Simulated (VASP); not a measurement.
# TiSi16 (a cell with a defect) in VASP: a series of runs

Runs on TiSi16 (a cell with a defect). Level: PBE+D3(BJ). Tasks: single point.

Program: VASP 6.6.1. These are calculated values, not measurements. Logs are shortened: lines on timing, memory, paths and dates and some standing lists are left out, and cuts for length are marked.

## 1. The cell of the first run

The cell holds a defect, 17 atoms: a = 7.679 Å, b = 7.679 Å, c = 7.679 Å, α = 60.00°, β = 60.00°, γ = 60.00°.

## 2. Single point, PBE+D3(BJ)

Contents of INCAR:

```
ALGO = Normal
EDIFF = 1E-6
ENCUT = 520
GGA = PE
ISIF = 2
ISMEAR = 0
IVDW = 12
LASPH = True
LCHARG = True
LELF = True
LREAL = Auto
LVHAR = True
LWAVE = False
NBANDS = 52
NELM = 100
PREC = Accurate
SIGMA = 0.05
```

Contents of KPOINTS:

```
k-points
0
Gamma
  2 2 2
```

Contents of POSCAR:

```
TiSi16
1.0
    0.0000000000      5.4300000000      5.4300000000
    5.4300000000      0.0000000000      5.4300000000
    5.4300000000      5.4300000000      0.0000000000
Si Ti
16 1
Direct
    0.0000202556     -0.0000762551      0.0000339254
    0.1209736882      0.1207648492      0.1208875784
   -0.0030950933     -0.0036038737      0.5033347224
    0.1209744253      0.1207016984      0.6373528763
   -0.0031315260      0.5031948284     -0.0033866402
    0.1209755960      0.6372286357      0.1208244756
   -0.0031516116      0.5031062779      0.5032052374
    0.1296425544      0.6232457922      0.6234530997
    0.5034179321     -0.0035445606     -0.0032910796
    0.6373734138      0.1207667379      0.1208885884
    0.5033669488     -0.0036023213      0.5033372020
    0.6237047484      0.1290742052      0.6235224352
    0.5033265452      0.5031978413     -0.0033856197
    0.6236812672      0.6232919144      0.1293520751
    0.5002167164      0.4996506138      0.4999255815
    0.6236659641      0.6232470747      0.6234539582
    0.2500964754      0.2498168417      0.2499927838
```

Potentials or basis: VASP PAW PBE potentials, release 64 (Si, Ti_sv).

Started as:

```bash
$ cat potpaw_PBE.64/Si/POTCAR potpaw_PBE.64/Ti_sv/POTCAR > POTCAR
$ mpirun -np 1 vasp_std > vasp.out
```

OUTCAR:

```text
EDIFF = 1E-6
   ENCUT = 520
   GGA = PE
   ISIF = 2
   ISMEAR = 0
   IVDW = 12
   LASPH = True
   LREAL = Auto
   NELM = 100
   PREC = Accurate
 IVDW          = 12

 ion  position               nearest neighbor table
   1  0.000  1.000  0.000-  10 2.27   2 2.27   4 2.27   6 2.27
   2  0.121  0.121  0.121-   1 2.27   5 2.40   9 2.40   3 2.40  17 2.43
   3  0.997  0.996  0.503-   8 2.34  12 2.34   4 2.40   2 2.40  17 2.75
   4  0.121  0.121  0.637-   1 2.27  11 2.40   3 2.40   7 2.40  17 2.43
   5  0.997  0.503  0.997-   8 2.34  14 2.34   6 2.40   2 2.40  17 2.75
   6  0.121  0.637  0.121-   1 2.27  13 2.40   5 2.40   7 2.40  17 2.43
   7  0.997  0.503  0.503-   8 2.34  16 2.34   6 2.40   4 2.40  17 2.75
   8  0.130  0.623  0.623-  15 2.32   3 2.34   5 2.34   7 2.34
   9  0.503  0.996  0.997-  14 2.34  12 2.34   2 2.40  10 2.40  17 2.75
  10  0.637  0.121  0.121-   1 2.27  13 2.40   9 2.40  11 2.40  17 2.43
  11  0.503  0.996  0.503-  16 2.34  12 2.34   4 2.40  10 2.40  17 2.75
  12  0.624  0.129  0.624-  15 2.32   9 2.34  11 2.34   3 2.34
  13  0.503  0.503  0.997-  16 2.34  14 2.34   6 2.40  10 2.40  17 2.75
  14  0.624  0.623  0.129-  15 2.32   9 2.34  13 2.34   5 2.34
  15  0.500  0.500  0.500-  14 2.32  16 2.32   8 2.32  12 2.32
  16  0.624  0.623  0.623-  15 2.32  11 2.34  13 2.34   7 2.34
  17  0.250  0.250  0.250-  10 2.43   2 2.43   4 2.43   6 2.43   7 2.75   5 2.75  13 2.75   3 2.75
                            11 2.75   9 2.75

  LATTYP: Found a face centered cubic cell.
 ALAT       =    10.8600000000

  Lattice vectors:

 A1 = (   0.0000000000,   5.4300000000,   5.4300000000)
 A2 = (   5.4300000000,   0.0000000000,   5.4300000000)
 A3 = (   5.4300000000,   5.4300000000,   0.0000000000)

Analysis of symmetry for initial positions (statically):
=====================================================================
 Subroutine PRICEL returns:
 Original cell was already a primitive cell.

 Routine SETGRP: Setting up the symmetry group for a
 face centered cubic supercell.

 Subroutine GETGRP returns: Found  2 space group operations
 (whereof  2 operations were pure point group operations)
 out of a pool of 48 trial point group operations.

The static configuration has the point symmetry C_1h.

Analysis of symmetry for dynamics (positions and initial velocities):
=====================================================================
 Subroutine PRICEL returns:
 Original cell was already a primitive cell.

 Routine SETGRP: Setting up the symmetry group for a
 face centered cubic supercell.

 Subroutine GETGRP returns: Found  2 space group operations
 (whereof  2 operations were pure point group operations)
 out of a pool of 48 trial point group operations.

The dynamic configuration has the point symmetry C_1h.

 Subroutine INISYM returns: Found  2 space group operations
 (whereof  2 operations are pure point group operations),
 and found     1 'primitive' translations

----------------------------------------------------------------------------------------

                                     Primitive cell

  volume of cell :     320.2060

  direct lattice vectors                    reciprocal lattice vectors
     0.000000000  5.430000000  5.430000000    -0.092081031  0.092081031  0.092081031
     5.430000000  0.000000000  5.430000000     0.092081031 -0.092081031  0.092081031
     5.430000000  5.430000000  0.000000000     0.092081031  0.092081031 -0.092081031

  length of vectors
     7.679179644  7.679179644  7.679179644     0.159489025  0.159489025  0.159489025

  position of ions in fractional coordinates (direct lattice)
     0.000020256  0.999923745  0.000033925
     0.120973688  0.120764849  0.120887578
     0.996904907  0.996396126  0.503334722
     0.120974425  0.120701698  0.637352876
     0.996868474  0.503194828  0.996613360
     0.120975596  0.637228636  0.120824476
[... 9 lines left out ...]
     0.623665964  0.623247075  0.623453958
     0.250096475  0.249816842  0.249992784

  ion indices of the primitive-cell ions
   primitive index   ion index
                 1           1
                 2           2
                 3           3
                 4           4
                 5           5
                 6           6
[... 9 lines left out ...]
                16          16
                17          17

----------------------------------------------------------------------------------------

 KPOINTS: k-points

Automatic generation of k-mesh.
 Grid dimensions read from file:
 generate k-points for:    2    2    2

 Generating k-lattice:

  Cartesian coordinates                     Fractional coordinates (reciprocal lattice)
    -0.046040516  0.046040516  0.046040516     0.500000000  0.000000000  0.000000000
     0.046040516 -0.046040516  0.046040516     0.000000000  0.500000000  0.000000000
     0.046040516  0.046040516 -0.046040516     0.000000000  0.000000000  0.500000000

  Length of vectors
[... 62 lines left out ...]
   LHFCALC =     F    Hartree Fock is set to
   AEXX    =    0.0000 exact exchange contribution
   IVDW    =    12    specifies the selected vdW correction
   LEPSILON=     F    determine dielectric tensor
   LRPA    =     F    only Hartree local field effects (RPA)
 non-spin polarized calculation
 Gauss-broadening in eV      SIGMA  =   0.05
  energy-cutoff  :      520.00
  volume of cell :      320.21
 maximum number of plane-waves:      8646
 NGX is ok and might be reduce to    60
   NGX = 29   NGY = 29   NGZ = 29

 number of electron      75.9999998 magnetization

 Free energy of the ion-electron system (eV)
  ---------------------------------------------------
  ext. energy  EPLUGINS =         0.00000000
  ---------------------------------------------------
  free energy    TOTEN  =       -92.21311347 eV

  energy without entropy =      -92.18836353  energy(sigma->0) =      -92.20073850

 E-fermi :   6.9301     XC(G=0):  -9.7515

 val. band max:        6.8927625518   @ k =   0.0000   0.5000   0.5000
 cond. band min:       6.9613571366   @ k =   0.5000   0.0000   0.0000
 fundamental gap:      0.0685945848
 Fermi energy:         6.9300892829

 k-point     1 :       0.0000    0.0000    0.0000
  band No.  band energies     occupation
      1     -49.8789      2.00000
      2     -26.2517      2.00000
      3     -26.2516      2.00000
      4     -26.2511      2.00000
      5      -5.7209      2.00000
      6      -3.5138      2.00000
[... 42 lines left out ...]
     49       8.1715      0.00000
     50       8.4828      0.00000

 k-point     2 :       0.5000    0.0000    0.0000
  band No.  band energies     occupation
      1     -49.8789      2.00000
      2     -26.2518      2.00000
      3     -26.2516      2.00000
      4     -26.2512      2.00000
      5      -5.0134      2.00000
      6      -4.8014      2.00000
[... 42 lines left out ...]
     49       9.2753      0.00000
     50       9.8904      0.00000

 k-point     3 :       0.0000    0.5000    0.0000
  band No.  band energies     occupation
      1     -49.8789      2.00000
      2     -26.2518      2.00000
      3     -26.2516      2.00000
      4     -26.2512      2.00000
      5      -5.0130      2.00000
      6      -4.8020      2.00000
[... 42 lines left out ...]
     49       9.2747      0.00000
     50       9.8903      0.00000

 k-point     4 :       0.0000    0.0000    0.5000
  band No.  band energies     occupation
      1     -49.8789      2.00000
      2     -26.2518      2.00000
      3     -26.2516      2.00000
      4     -26.2512      2.00000
      5      -5.0132      2.00000
      6      -4.8017      2.00000
[... 42 lines left out ...]
     49       9.2750      0.00000
     50       9.8903      0.00000

 k-point     5 :       0.5000    0.5000    0.0000
  band No.  band energies     occupation
      1     -49.8789      2.00000
      2     -26.2518      2.00000
      3     -26.2516      2.00000
      4     -26.2511      2.00000
      5      -4.6921      2.00000
      6      -4.6027      2.00000
[... 42 lines left out ...]
     49       9.8749      0.00000
     50      10.5384      0.00000

 k-point     6 :       0.0000    0.5000    0.5000
  band No.  band energies     occupation
      1     -49.8789      2.00000
      2     -26.2518      2.00000
      3     -26.2516      2.00000
      4     -26.2511      2.00000
      5      -4.6920      2.00000
      6      -4.6028      2.00000
[... 42 lines left out ...]
     49       9.8749      0.00000
     50      10.5386      0.00000
 [bands above 50 left out]

------------------------ aborting loop because EDIFF is reached ----------------------------------------

 Edisp (eV)   -5.83782

 E8    (eV) :    -2.4422

  FORCE on cell =-STRESS in cart. coord.  units (eV):
  Direction    XX          YY          ZZ          XY          YZ          ZX
  --------------------------------------------------------------------------------------
  -------------------------------------------------------------------------------------
  Total       1.88749     1.88531     1.88531    -0.00191    -0.00815     0.00191
  in kB       9.44423     9.43332     9.43332    -0.00954    -0.04077     0.00954
  external pressure =        9.44 kB  Pullay stress =        0.00 kB

 VOLUME and BASIS-vectors are now :
 -----------------------------------------------------------------------------
  energy-cutoff  :      520.00
  volume of cell :      320.21
      direct lattice vectors                 reciprocal lattice vectors
     0.000000000  5.430000000  5.430000000    -0.092081031  0.092081031  0.092081031
     5.430000000  0.000000000  5.430000000     0.092081031 -0.092081031  0.092081031
     5.430000000  5.430000000  0.000000000     0.092081031  0.092081031 -0.092081031

 POSITION                                       TOTAL-FORCE (eV/Angst)
 -----------------------------------------------------------------------------------
      5.42977      0.00029      5.42970        -0.000484      0.000110     -0.000110
      1.31217      1.31331      1.31264        -0.004742     -0.000965     -0.002986
      8.14354      8.14630     10.82362        -0.000594     -0.000751      0.000500
      4.11624      4.11772      1.31230         0.001036      0.004126     -0.004126
      8.14396     10.82461      8.14534        -0.001253     -0.000710     -0.001827
      4.11623      1.31297      4.11705         0.002590     -0.003693      0.003693
[... 9 lines left out ...]
      6.76959      6.77186      6.77074        -0.001619     -0.001245     -0.001427
      2.71397      2.71548      2.71453         0.007586     -0.003238      0.003238
 -----------------------------------------------------------------------------------
    total drift:                                0.010681     -0.029509     -0.017154

  FREE ENERGIE OF THE ION-ELECTRON SYSTEM (eV)
  ---------------------------------------------------
  free  energy   TOTEN  =       -98.0509294784 eV

  energy  without entropy=      -98.0261795409  energy(sigma->0) =      -98.03855451
```

It took 3.7 min on 1 thread of Intel Xeon Platinum 8488C (Sapphire Rapids), shared host; peak memory 0.46 GiB.

What came out:

| Item | Value |
| --- | --- |
| Free energy | -98.0509 eV |
| Pressure | 0.9 GPa |
| Largest force | 0.009 eV/Å |
| Band gap on the k mesh | zero (bands 38 and 39 overlap by 0.44 eV) |
| Dispersion energy per atom | -0.343 eV |

Forces on the atoms (eV/Å):
```
Si   0.000  0.000  0.000
Si  -0.005 -0.001 -0.003
Si  -0.001 -0.001  0.001
Si   0.001  0.004 -0.004
Si  -0.001 -0.001 -0.002
Si   0.003 -0.004  0.004
Si   0.002  0.001 -0.001
Si  -0.002  0.001  0.001
Si   0.001 -0.001  0.001
Si  -0.005  0.003  0.001
Si  -0.001 -0.001  0.001
Si   0.000  0.000  0.000
Si  -0.001  0.002  0.001
Si   0.001  0.001 -0.001
Si   0.000  0.000  0.000
Si  -0.002 -0.001 -0.001
Ti   0.008 -0.003  0.003
```

Caveat: the k points lie up to 0.50 Å⁻¹ apart.

## 3. Single point, PBE+D3(BJ)

Contents of INCAR:

```
PREC = Accurate ; ENCUT = 520
EDIFF = 1E-6 ; ISMEAR = 0
SIGMA = 0.05 ; LREAL = Auto
LASPH = T ; NELM = 80
ALGO = Normal ; ISIF = 2
LWAVE = F ; LCHARG = F
GGA = PE ; IVDW = 12
NBANDS = 52
```

Contents of KPOINTS:

```
Automatic mesh
0
Gamma
  2 2 2
```

Contents of POSCAR:

```
TiSi16
1.0
    0.0000000000      5.4300000000      5.4300000000
    5.4300000000      0.0000000000      5.4300000000
    5.4300000000      5.4300000000      0.0000000000
Si Ti
16 1
Direct
    0.0015220024     -0.0046074793      0.0011295132
    0.1216269700      0.1280647256      0.1215143695
   -0.0124710857      0.0039703707      0.5038575253
    0.1217056305      0.1281176718      0.6279414649
    0.0014536699      0.5012543301      0.0011187556
    0.1250954226      0.6247790495      0.1245669836
    0.0015363986      0.5012926799      0.4951863037
    0.1216742447      0.6215858567      0.6279167615
    0.5040787378      0.0039404772     -0.0124761288
    0.6283756620      0.1281048834      0.1214368183
    0.5041849849      0.0039246854      0.5037724968
    0.6248270949      0.1248257597      0.6248862596
    0.4957034474      0.5012708251      0.0011218968
    0.6282732435      0.6215096432      0.1214855658
    0.5041131994      0.4874955419      0.5038622650
    0.6283858840      0.6215275090      0.6279387501
    0.3749255932     -0.1251703899      0.3747987091
```

Potentials or basis: VASP PAW PBE potentials, release 64 (Si, Ti_sv).

Started as:

```bash
$ cat potpaw_PBE.64/Si/POTCAR potpaw_PBE.64/Ti_sv/POTCAR > POTCAR
$ mpirun -np 1 vasp_std > vasp.out
```

Wall time 3.8 min (1 thread of Intel Xeon Platinum 8488C (Sapphire Rapids), shared host); peak memory 0.48 GiB.

Results (log left out):

```yaml
Free_energy: -98.0515 eV
Pressure: 0.9 GPa
Largest_force: 0.011 eV/Å
Band_gap_on_the_k_mesh: zero (bands 38 and 39 overlap by 0.43 eV)
Dispersion_energy_per_atom: -0.343 eV
```

Forces in eV/Å, atoms in the order of the input:
```
Si  -0.003  0.003 -0.002
Si   0.001  0.000  0.001
Si   0.003 -0.004 -0.003
Si   0.001  0.001  0.001
Si   0.003  0.002  0.002
Si   0.004  0.002  0.001
Si  -0.003 -0.003  0.004
Si   0.001  0.001  0.000
Si  -0.003 -0.002  0.004
Si   0.001  0.000  0.000
Si   0.002  0.002  0.001
Si   0.002  0.002  0.002
Si   0.002 -0.002 -0.002
Si   0.000  0.001  0.001
Si  -0.003  0.003 -0.002
Si   0.001  0.000  0.000
Ti  -0.008 -0.006 -0.005
```

Levels at points of the mesh, in eV from the Fermi level:
| k point | band 34 | band 35 | band 36 | band 37 | band 38 | band 39 | band 40 | band 41 |
| --- | --- | --- | --- | --- | --- | --- | --- | --- |
| (0.00, 0.00, 0.00) | -0.99 | -0.99 | -0.99 | -0.40 | -0.40 | -0.40 | -0.10 | -0.10 |
| (0.50, 0.00, 0.00) | -1.97 | -1.37 | -1.37 | -0.28 | 0.03 | 0.03 | 0.44 | 0.44 |
| (0.00, 0.50, 0.00) | -1.97 | -1.37 | -1.37 | -0.28 | 0.03 | 0.03 | 0.44 | 0.44 |
| (0.00, 0.00, 0.50) | -1.97 | -1.37 | -1.37 | -0.28 | 0.03 | 0.03 | 0.44 | 0.44 |
| (0.50, 0.50, 0.50) | -1.97 | -1.37 | -1.37 | -0.28 | 0.03 | 0.03 | 0.44 | 0.44 |
| (0.50, 0.50, 0.00) | -2.00 | -2.00 | -1.88 | -0.71 | -0.04 | 0.57 | 0.57 | 1.10 |
| (0.00, 0.50, 0.50) | -2.00 | -2.00 | -1.88 | -0.71 | -0.04 | 0.57 | 0.57 | 1.10 |
| (0.50, 0.00, 0.50) | -2.00 | -2.00 | -1.88 | -0.71 | -0.04 | 0.57 | 0.57 | 1.10 |

Caveat: the k points lie up to 0.50 Å⁻¹ apart.

## 4. Single point, PBE+D3(BJ)

Contents of INCAR:

```
PREC = Accurate
ENCUT = 520
EDIFF = 1E-6
ISMEAR = 0
SIGMA = 0.05
LREAL = Auto
LASPH = True
NELM = 80
ALGO = Normal
ISIF = 2
LWAVE = False
LCHARG = False
GGA = PE
IVDW = 12
NBANDS = 52
```

KPOINTS is that of step 3.

Contents of POSCAR:

```
TiSi16
1.0
    0.0000000000      5.4300000000      5.4300000000
    5.4300000000      0.0000000000      5.4300000000
    5.4300000000      5.4300000000      0.0000000000
Si Ti
16 1
Direct
    0.0000202578     -0.0000762431      0.0000338858
    0.1209736648      0.1207648250      0.1208876611
   -0.0030951197     -0.0036037753      0.5033347145
    0.1209744015      0.1207016575      0.6373528545
   -0.0031314917      0.5031948435     -0.0033867403
    0.1209755985      0.6372286372      0.1208244015
   -0.0031516575      0.5031063536      0.5032052486
    0.1296425414      0.6232458564      0.6234530387
    0.5034179558     -0.0035446593     -0.0032910681
    0.6373734807      0.1207666667      0.1208885820
    0.5033670350     -0.0036023941      0.5033372007
    0.6237047882      0.1290742173      0.6235224678
    0.5033265193      0.5031977901     -0.0033856354
    0.6236812155      0.6232918969      0.1293521179
    0.5002167587      0.4996506446      0.4999255985
    0.6236659300      0.6232471455      0.6234539595
    0.2500965009      0.2498167587      0.2499928177
```

Started as:

```bash
$ cat potpaw_PBE.64/Si/POTCAR potpaw_PBE.64/Ti_sv/POTCAR > POTCAR
$ mpirun -np 1 vasp_std > vasp.out
```

It took 2.9 min on 1 thread of Intel Xeon Platinum 8488C (Sapphire Rapids), shared host; peak memory 0.47 GiB.

The run converged. Its results:

- Free energy: -98.0509 eV
- Pressure: 0.9 GPa
- Largest force: 0.009 eV/Å
- Band gap on the k mesh: zero (bands 38 and 39 overlap by 0.44 eV)
- Dispersion energy per atom: -0.343 eV

Forces in eV/Å, atoms in the order of the input:
```
Si   0.000  0.000  0.000
Si  -0.005 -0.001 -0.003
Si  -0.001 -0.001  0.001
Si   0.001  0.004 -0.004
Si  -0.001 -0.001 -0.002
Si   0.003 -0.004  0.004
Si   0.002  0.001 -0.001
Si  -0.002  0.001  0.001
Si   0.001 -0.001  0.001
Si  -0.005  0.003  0.001
Si  -0.001 -0.001  0.001
Si   0.000  0.000  0.000
Si  -0.001  0.002  0.001
Si   0.001  0.001 -0.001
Si   0.000  0.000  0.000
Si  -0.002 -0.001 -0.001
Ti   0.008 -0.003  0.003
```

Levels at points of the mesh, in eV from the Fermi level:
| k point | band 33 | band 34 | band 35 | band 36 | band 37 | band 38 | band 39 | band 40 | band 41 | band 42 |
| --- | --- | --- | --- | --- | --- | --- | --- | --- | --- | --- |
| (0.00, 0.00, 0.00) | -1.72 | -0.99 | -0.99 | -0.99 | -0.40 | -0.40 | -0.40 | -0.10 | -0.10 | 0.25 |
| (0.50, 0.00, 0.00) | -1.97 | -1.97 | -1.37 | -1.37 | -0.28 | 0.03 | 0.03 | 0.44 | 0.44 | 0.81 |
| (0.00, 0.50, 0.00) | -1.97 | -1.97 | -1.37 | -1.37 | -0.28 | 0.03 | 0.03 | 0.44 | 0.44 | 0.80 |
| (0.00, 0.00, 0.50) | -1.97 | -1.97 | -1.37 | -1.37 | -0.28 | 0.03 | 0.03 | 0.44 | 0.44 | 0.80 |
| (0.50, 0.50, 0.00) | -2.46 | -2.00 | -2.00 | -1.88 | -0.71 | -0.04 | 0.57 | 0.57 | 1.10 | 1.33 |
| (0.00, 0.50, 0.50) | -2.46 | -2.00 | -2.00 | -1.88 | -0.71 | -0.04 | 0.57 | 0.57 | 1.10 | 1.33 |

Caveat: the k points lie up to 0.50 Å⁻¹ apart.

The gap in the log of VASP goes by the Fermi energy; the results here count the filled bands.